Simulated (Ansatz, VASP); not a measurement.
## One calculation of ZrB2, two programs

File INCAR:

```
SYSTEM = ZrB2
ALGO = Normal
EDIFF = 1E-6
ENCUT = 500
GGA = CA
GGA_COMPAT = .False.
ISIF = 2
ISMEAR = 0
LASPH = .True.
LCHARG = .False.
LREAL = .False.
LWAVE = .False.
NBANDS = 16
NELM = 120
PREC = Accurate
SIGMA = 0.1
```

KPOINTS

```
k-points
0
Gamma
  6 6 6
  0 0 0
```

The input POSCAR:

```
ZrB2
1.0
    3.1649998255      0.0000000000      0.0000000000
   -1.5824999128      2.7409702519      0.0000000000
    0.0000000000      0.0000000000      3.5200000000
Zr B
1 2
Direct
    0.0000000000      0.0000000000      0.0000000000
    0.3333333333      0.6666666667      0.5000000000
    0.6666666667      0.3333333333      0.5000000000
```

Input for Ansatz:

```yaml
crystal:
  lattice:
    - [3.1649998255, 0.0, 0.0]
    - [-1.5824999128, 2.7409702519, 0.0]
    - [0.0, 0.0, 3.52]
  atoms:
    - { symbol: Zr, position: [0.0, 0.0, 0.0] }
    - { symbol: B, position: [0.3333333333, 0.6666666667, 0.5] }
    - { symbol: B, position: [0.6666666667, 0.3333333333, 0.5] }
basis:
  ecutwfc: 520.0
kpoints:
  mp_grid: { grid: [6, 6, 6] }
hamiltonian:
  xc: lda
  pseudopotentials: { kind: paw }
scf:
  occupations: { method: gaussian, width: 0.1 }
output:
  forces: true
  stress: true
  eigenvalues: true
```

Alike in both runs: task single point; functional LDA; k mesh 6 × 6 × 6; occupations gaussian, width 0.1 eV; no spin polarisation.

|  | VASP | Ansatz |
| --- | --- | --- |
| version | VASP 6.6.1 | Ansatz 0.2.0 |
| potentials or method | VASP PAW LDA potentials, release 64 (Zr_sv, B), cutoff 500 eV | scalar-relativistic, plane waves, PAW |
| valence electrons in the cell | 18 | 18 |

|  | VASP | Ansatz | Ansatz less VASP |
| --- | --- | --- | --- |
| gap on the k mesh at the Fermi level (eV) | none | none | - |
| pressure (GPa) | -6.6 | -7.1 | -0.51 |
| traceless stress, the component that is largest in VASP (GPa) | -0.49 | -0.53 | -0.031 |

LDA's correlation is that of Perdew and Zunger in VASP and of Perdew and Wang (1992) in Ansatz. A gap of «none» marks a metal or a gap that the smearing closes.

The k mesh is coarse, so the values compare programs but aren't converged.
